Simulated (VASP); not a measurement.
Runs of VASP 6.6.1 on BiRu. The structure is that of space group F-43m (No. 216), or close to it. The cells are those of the table. 

```csv
level,U,cell,gap on the mesh (eV),pressure (GPa)
r2SCAN+U,Ru d U = 8.0 eV,"a = 4.275 Å, angles 60.0°, 2 atoms",none,2.1
r2SCAN,-,"a = 4.218 Å, angles 60.0°, 2 atoms",none,(a)
r2SCAN,-,"a = 4.275 Å, angles 60.0°, 2 atoms",none,0.2
r2SCAN,-,"a = 4.304 Å, angles 60.0°, 2 atoms",none,-1.4
r2SCAN,-,"a = 4.332 Å, angles 60.0°, 2 atoms",none,-2.9
revPBE,-,"a = 4.275 Å, angles 60.0°, 2 atoms",none,(b)
r2SCAN,-,"a = 4.247 Å, angles 60.0°, 2 atoms",none,2.1
r2SCAN,-,"a = 4.373 Å, angles 60.0°, 2 atoms",none,-4.8
```

Alike in all rows: task single point; potentials or basis VASP PAW PBE potentials, release 64 (Ru_pv, Bi_d); no spin polarisation; k mesh 10 × 10 × 10; cutoff (eV) 520; smearing gaussian 0.05 eV.

Task: Estimate the missing entries.

Result: (a) 4.2; (b) 3.5.

Caveats: the PAW data sets were made with another functional, which shifts forces and pressure a little; spin-orbit coupling is left out, which moves the levels of the heavy elements; the cell stands under pressure (at least some runs); U without spin polarisation on a metal has little footing (at least some runs); the U is typed as a test and isn't derived for this compound (at least some runs); the cell stands under tension (at least some runs).

A k mesh can miss the band edges, and the runs leave out spin-orbit coupling on Bi, Ru.

A gap of «none» marks levels without a gap at the run's occupations.
